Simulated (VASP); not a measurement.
# MoS2 (C2/m) in VASP: single point with PBEsol

Aim: the single point of MoS2 with PBEsol.

Program: VASP 6.6.1. These are calculated values, not measurements. Logs are shortened: lines on timing, memory, paths and dates and some standing lists are left out, and cuts for length are marked.

## 1. The cell of the first run

Symmetry: C2/m, No. 12, monoclinic system. The conventional cell has a = 4.897 Å, b = 3.141 Å, c = 6.125 Å, α = 90.00°, β = 90.00°, γ = 90.00°. Within 3.0 Å of Mo (site symmetry 2/m) lie 6 S at 2.28 to 2.38 Å and 4 Mo at 2.91 Å. Within 3.0 Å of S (site symmetry m) lie 3 Mo at 2.28 to 2.38 Å and 4 S at 2.91 Å.

## 2. Single point, PBEsol (strain -0.1000 x Voigt [0, 1, 0, 0, 0, 0])

INCAR reads:

```
SYSTEM = MoS2
PREC     = Accurate       ! precision mode
ENCUT    = 520            ! plane-wave cutoff, eV
EDIFF    = 1E-7           ! SCF threshold, eV
ISMEAR   = 0              ! smearing method
SIGMA    = 0.15           ! smearing width, eV
LREAL    = .False.        ! projectors in reciprocal space
LASPH    = .True.         ! aspherical terms in the spheres
NELM     = 80             ! most SCF steps
ALGO     = Normal         ! electronic algorithm
ISIF     = 2              ! what is computed and relaxed
LWAVE    = .False.        ! write WAVECAR
LCHARG   = .False.        ! write CHGCAR
GGA      = PS             ! functional
NBANDS   = 20             ! bands
```

KPOINTS reads:

```
Automatic mesh
0
Gamma
  18 18 8
  0 0 0
```

POSCAR reads:

```
MoS2
1.0
    3.1411847469      0.0000000000      0.0000000000
   -1.5705923735      2.4483112099      0.0000000000
    0.0000000000      0.0000000000      6.1247114470
Mo S
1 2
Direct
    0.0000000000      0.0000000000      0.5000000000
    0.3333333333      0.6666666667      0.2410625189
    0.6666666667      0.3333333333      0.7589374811
```

Potentials or basis: VASP PAW PBE potentials, release 64 (Mo_sv, S).

On the command line:

```console
> cat potpaw_PBE.64/Mo_sv/POTCAR potpaw_PBE.64/S/POTCAR > POTCAR
> mpirun -np 1 vasp_std > vasp.out
```

OUTCAR:

```text
SYSTEM = MoS2
   PREC = Accurate
   ENCUT = 520
   EDIFF = 1E-7
   ISMEAR = 0
   LREAL = .False.
   LASPH = .True.
   NELM = 80
   ISIF = 2
   GGA = PS

 ion  position               nearest neighbor table
   1  0.000  0.000  0.500-   2 2.28   3 2.28   3 2.38   2 2.38   3 2.38   2 2.38
   2  0.333  0.667  0.241-   1 2.28   1 2.38   1 2.38
   3  0.667  0.333  0.759-   1 2.28   1 2.38   1 2.38

  Warning from LATTYP: Monoclinic adjustment (A1->A3, A2->A1, A3->A2)!
  LATTYP: Found a base centered orthorhombic cell.
 ALAT       =     3.1411847469
 B/A-ratio  =     1.5588457268
 C/A-ratio  =     1.9498093683

  Lattice vectors:

 A1 = (   1.5705923735,  -2.4483112099,   0.0000000000)
 A2 = (   1.5705923734,   2.4483112099,   0.0000000000)
 A3 = (   0.0000000000,   0.0000000000,   6.1247114470)

Analysis of symmetry for initial positions (statically):
=====================================================================
 Subroutine PRICEL returns:
 Original cell was already a primitive cell.

 Routine SETGRP: Setting up the symmetry group for a
 base centered orthorhombic supercell.

 Subroutine GETGRP returns: Found  4 space group operations
 (whereof  4 operations were pure point group operations)
 out of a pool of  8 trial point group operations.

The static configuration has the point symmetry C_2h.

Analysis of symmetry for dynamics (positions and initial velocities):
=====================================================================
 Subroutine PRICEL returns:
 Original cell was already a primitive cell.

 Routine SETGRP: Setting up the symmetry group for a
 base centered orthorhombic supercell.

 Subroutine GETGRP returns: Found  4 space group operations
 (whereof  4 operations were pure point group operations)
 out of a pool of  8 trial point group operations.

The dynamic configuration has the point symmetry C_2h.

 Subroutine INISYM returns: Found  4 space group operations
 (whereof  4 operations are pure point group operations),
 and found     1 'primitive' translations

----------------------------------------------------------------------------------------

                                     Primitive cell

  volume of cell :      47.1027

  direct lattice vectors                    reciprocal lattice vectors
     3.141184747  0.000000000  0.000000000     0.318351221  0.204222404  0.000000000
    -1.570592374  2.448311210  0.000000000     0.000000000  0.408444807  0.000000000
     0.000000000  0.000000000  6.124711447     0.000000000  0.000000000  0.163272998

  length of vectors
     3.141184747  2.908777782  6.124711447     0.378225184  0.408444807  0.163272998

  position of ions in fractional coordinates (direct lattice)
     0.000000000  0.000000000  0.500000000
     0.333333333  0.666666667  0.241062519
     0.666666667  0.333333333  0.758937481

  ion indices of the primitive-cell ions
   primitive index   ion index
                 1           1
                 2           2
                 3           3

----------------------------------------------------------------------------------------

 KPOINTS: Automatic mesh

Automatic generation of k-mesh.
 Grid dimensions read from file:
 generate k-points for:   18   18    8

 Generating k-lattice:

  Cartesian coordinates                     Fractional coordinates (reciprocal lattice)
     0.017686179  0.011345689  0.000000000     0.055555556  0.000000000  0.000000000
     0.000000000  0.022691378  0.000000000     0.000000000  0.055555556  0.000000000
     0.000000000  0.000000000  0.020409125     0.000000000  0.000000000  0.125000000

  Length of vectors
     0.021012510  0.022691378  0.020409125

  Shift w.r.t. Gamma in fractional coordinates (k-lattice)
     0.000000000  0.000000000  0.000000000

 Subroutine IBZKPT returns following result:
 ===========================================

 Found    695 irreducible k-points:

 Following reciprocal coordinates:
            Coordinates               Weight
  0.000000  0.000000  0.000000      1.000000
  0.055556 -0.000000  0.000000      4.000000
  0.111111 -0.000000  0.000000      4.000000
  0.166667  0.000000  0.000000      4.000000
  0.222222 -0.000000  0.000000      4.000000
  0.277778 -0.000000  0.000000      4.000000
[... 16 lines left out ...]
 -0.333333  0.055556  0.000000      4.000000
 -0.277778  0.055556  0.000000      4.000000
 [... further k-points ...]
   k-points           NKPTS =    695   k-points in BZ     NKDIM =    695   number of bands    NBANDS=     20
   number of dos      NEDOS =    301   number of ions     NIONS =      3
   total plane-waves  NPLWV =  27648
   dimension x,y,z NGX =    24 NGY =   24 NGZ =   48
   dimension x,y,z NGXF=    48 NGYF=   48 NGZF=   96
   ions per type =               1   2
   NGX,Y,Z   is equivalent  to a cutoff of  12.70, 13.72, 13.03 a.u.
   NGXF,Y,Z  is equivalent  to a cutoff of  25.40, 27.43, 26.06 a.u.
 SYSTEM =  MoS2
   PREC   = accura    normal or accurate (medium, high low for compatibility)
   ISTART =      0    job   : 0-new  1-cont  2-samecut
   ICHARG =      2    charge: 1-file 2-atom 10-const
   ISPIN  =      1    spin polarized calculation?
   LNONCOLLINEAR =      F non collinear calculations
   LSORBIT =      F    spin-orbit coupling
   LASPH  =      T    aspherical Exc in radial PAW
   ENCUT  =  520.0 eV  38.22 Ry    6.18 a.u.   5.84  5.41 11.39*2*pi/ulx,y,z
   NELM   =     80;   NELMIN=  2; NELMDL= -5     # of ELM steps
   EDIFF  = 0.1E-06   stopping-criterion for ELM
   LREAL  =      F    real-space projection
   EDIFFG = 0.1E-05   stopping-criterion for IOM
   NSW    =      0    number of steps for IOM
   IBRION =     -1    ionic relax: 0-MD 1-quasi-New 2-CG
   NFREE  =      0    steps in history (QN), initial steepest desc. (CG)
   ISIF   =      2    stress and relaxation
   ISYM   =      2    0-nonsym 1-usesym 2-fastsym
   POTIM  = 0.5000    time-step for ionic-motion
   TEBEG  =    0.0;   TEEND  =   0.0 temperature during run
   PSTRESS=    0.0 pullay stress
   NELECT =      26.0000    total number of electrons
   NUPDOWN=      -1.0000    fix difference up-down
   EMIN   =  10.00;   EMAX   =-10.00  energy-range for DOS
   EFERMI =   0.00;   METHOD = LEGACY
   ISMEAR =     0;   SIGMA  =   0.15  broadening in eV -4-tet -1-fermi 0-gaus
   EFERMI_NEDOS =   21; number of points for ismear=-14 and -15
   IALGO  =     38    algorithm
   IMIX   =      4    mixing-type and parameters
     AMIX     =   0.40;   BMIX     =  1.00
     AMIX_MAG =   1.60;   BMIX_MAG =  1.00
  volume/ion in A,a.u.               =      15.70       105.95
  Fermi-wavevector in a.u.,A,eV,Ry     =   1.342922  2.537754 24.537274  1.803439
  Thomas-Fermi vector in A             =   2.471037
   LORBIT       =      0    0 simple, 1 ext, 2 COOP (PROOUT), +10 PAW based schemes
   GGA     = PS    functional components
   LHFCALC =     F    Hartree Fock is set to
   AEXX    =    0.0000 exact exchange contribution
   IVDW    =     0    specifies the selected vdW correction
   LEPSILON=     F    determine dielectric tensor
   LRPA    =     F    only Hartree local field effects (RPA)
 non-spin polarized calculation
 Gauss-broadening in eV      SIGMA  =   0.15
  energy-cutoff  :      520.00
  volume of cell :       47.10
 maximum number of plane-waves:      1290
   NGX = 11   NGY = 11   NGZ = 23

 number of electron      25.9999998 magnetization

 Free energy of the ion-electron system (eV)
  ---------------------------------------------------
  ext. energy  EPLUGINS =         0.00000000
  ---------------------------------------------------
  free energy    TOTEN  =       -22.06437347 eV

  energy without entropy =      -22.05482675  energy(sigma->0) =      -22.05960011

 E-fermi :   9.3516     XC(G=0): -11.6659

 val. band max:        9.3508827866   @ k =  -0.3333  -0.2222   0.1250
 cond. band min:       9.3522781554   @ k =   0.0000   0.0000   0.2500
 fundamental gap:      0.0013953688
 Fermi energy:         9.3515688164

 k-point     1 :       0.0000    0.0000    0.0000
  band No.  band energies     occupation
      1     -52.1405      2.00000
      2     -26.4485      2.00000
      3     -26.0748      2.00000
      4     -25.9244      2.00000
      5      -6.6213      2.00000
      6      -4.8499      2.00000
[... 12 lines left out ...]
     19      17.2082      0.00000
     20      18.1776      0.00000

 k-point     2 :       0.0556   -0.0000    0.0000
  band No.  band energies     occupation
      1     -52.1380      2.00000
      2     -26.4445      2.00000
      3     -26.0894      2.00000
      4     -25.9356      2.00000
      5      -6.5626      2.00000
      6      -4.8315      2.00000
[... 12 lines left out ...]
     19      17.3327      0.00000
     20      18.2792      0.00000

 k-point     3 :       0.1111   -0.0000    0.0000
  band No.  band energies     occupation
      1     -52.1308      2.00000
      2     -26.4330      2.00000
      3     -26.1370      2.00000
      4     -25.9616      2.00000
      5      -6.3898      2.00000
      6      -4.7778      2.00000
[... 12 lines left out ...]
     19      17.6085      0.00000
     20      18.5283      0.00000

 k-point     4 :       0.1667    0.0000    0.0000
  band No.  band energies     occupation
      1     -52.1197      2.00000
      2     -26.4168      2.00000
      3     -26.2197      2.00000
      4     -25.9892      2.00000
      5      -6.1132      2.00000
      6      -4.6921      2.00000
[... 12 lines left out ...]
     19      18.0798      0.00000
     20      18.6763      0.00000

 k-point     5 :       0.2222   -0.0000    0.0000
  band No.  band energies     occupation
      1     -52.1061      2.00000
      2     -26.4078      2.00000
      3     -26.3175      2.00000
      4     -26.0136      2.00000
      5      -5.7515      2.00000
      6      -4.5787      2.00000
[... 12 lines left out ...]
     19      17.7212      0.00000
     20      18.6447      0.00000
[... 353 lines left out ...]
      6      -3.8234      2.00000
[... 12 lines left out ...]
     19      16.9278      0.00000
     20      17.2201      0.00000

 k-point    22 :      -0.3889    0.0556    0.0000
  band No.  band energies     occupation
      1     -52.0729      2.00000
      2     -26.6058      2.00000
      3     -26.3252      2.00000
      4     -26.0799      2.00000
      5      -4.7771      2.00000
      6      -4.1256      2.00000
[... 12 lines left out ...]
     19      16.9177      0.00000
     20      17.3558      0.00000

 k-point    23 :      -0.3333    0.0556    0.0000
  band No.  band energies     occupation
      1     -52.0858      2.00000
      2     -26.5034      2.00000
      3     -26.3442      2.00000
      4     -26.0616      2.00000
      5      -5.1375      2.00000
      6      -4.3524      2.00000
[... 12 lines left out ...]
     19      17.1147      0.00000
     20      17.9491      0.00000

 k-point    24 :      -0.2778    0.0556    0.0000
  band No.  band energies     occupation
      1     -52.1001      2.00000
      2     -26.4109      2.00000
      3     -26.3460      2.00000
      4     -26.0370      2.00000
      5      -5.5515      2.00000
      6      -4.5126      2.00000
[... 12 lines left out ...]
     19      17.5559      0.00000
     20      18.5647      0.00000

 [... further k-points ...]
[... 5 lines left out ...]
  --------------------------------------------------------------------------------------
  -------------------------------------------------------------------------------------
  Total        1.5939177     11.3444520      5.2702010     -0.0000000     -2.5998692      0.0000000
  in kB       54.2164075    385.8765361    179.2635643     -0.0000000    -88.4334049      0.0000000
  external PRESSURE =     206.4521693 kB  Pullay stress =       0.0000000 kB

 VOLUME and BASIS-vectors are now :
 -----------------------------------------------------------------------------
  energy-cutoff  :      520.00
  volume of cell :       47.10
      direct lattice vectors                 reciprocal lattice vectors
     3.141184747  0.000000000  0.000000000     0.318351221  0.204222404  0.000000000
    -1.570592374  2.448311210  0.000000000     0.000000000  0.408444807  0.000000000
     0.000000000  0.000000000  6.124711447     0.000000000  0.000000000  0.163272998

 POSITION                                       TOTAL-FORCE (eV/Angst)
 -----------------------------------------------------------------------------------
      0.00000      0.00000      3.06236         0.000000      0.000000      0.000000
     -0.00000      1.63221      1.47644        -0.000000      0.761467     -1.472447
      1.57059      0.81610      4.64827         0.000000     -0.761467      1.472447
 -----------------------------------------------------------------------------------
    total drift:                               -0.000000      0.000000      0.000000

  FREE ENERGIE OF THE ION-ELECTRON SYSTEM (eV)
  ---------------------------------------------------
  free  energy   TOTEN  =       -22.0643734685 eV

  energy  without entropy=      -22.0548267518  energy(sigma->0) =      -22.05960011
```

It took 5.9 min on 1 thread of AMD EPYC 9R45 (Zen 5), shared host; peak memory 0.61 GiB.

Results:

```yaml
Free_energy: -22.0644 eV
Pressure: 20.6 GPa
Largest_force: 1.658 eV/Å
Band_gap_on_the_k_mesh: zero (bands 13 and 14 overlap by 0.87 eV)
```

Forces in eV/Å, atoms in the order of the input:
```
Mo   0.000  0.000  0.000
S    0.000  0.761 -1.472
S    0.000 -0.761  1.472
```

Levels at points of the mesh, in eV from the Fermi level:
| k point | band 9 | band 10 | band 11 | band 12 | band 13 | band 14 | band 15 | band 16 | band 17 | band 18 |
| --- | --- | --- | --- | --- | --- | --- | --- | --- | --- | --- |
| (0.00, 0.00, 0.00) | -3.37 | -2.23 | -2.17 | -1.24 | -0.28 | 0.06 | 0.86 | 3.32 | 4.03 | 6.72 |
| (0.50, 0.00, 0.00) | -5.58 | -3.79 | -3.69 | -2.27 | -0.87 | 1.42 | 2.04 | 4.13 | 4.70 | 5.79 |
| (0.00, 0.50, 0.00) | -5.49 | -4.95 | -3.00 | -2.41 | -2.32 | 1.94 | 2.26 | 3.78 | 4.76 | 4.87 |
| (0.00, 0.00, 0.50) | -4.42 | -3.29 | -1.25 | -0.71 | -0.18 | -0.06 | 0.75 | 3.58 | 4.29 | 6.34 |
| (0.50, 0.00, 0.50) | -5.67 | -3.91 | -3.04 | -2.49 | -0.63 | 1.45 | 2.71 | 3.81 | 4.11 | 5.55 |
| (0.00, 0.50, 0.50) | -5.52 | -5.04 | -2.85 | -2.12 | -2.12 | 2.20 | 2.26 | 3.12 | 3.90 | 6.02 |

Caveat: the cell differs from its parent crystal (strain -0.1000 x Voigt [0, 1, 0, 0, 0, 0]); the cell stands under pressure; the PAW data sets were made with another functional, which shifts forces and pressure a little; this functional lacks dispersion, which binds the layers, so the pressure and a relaxed spacing across them are unreliable.
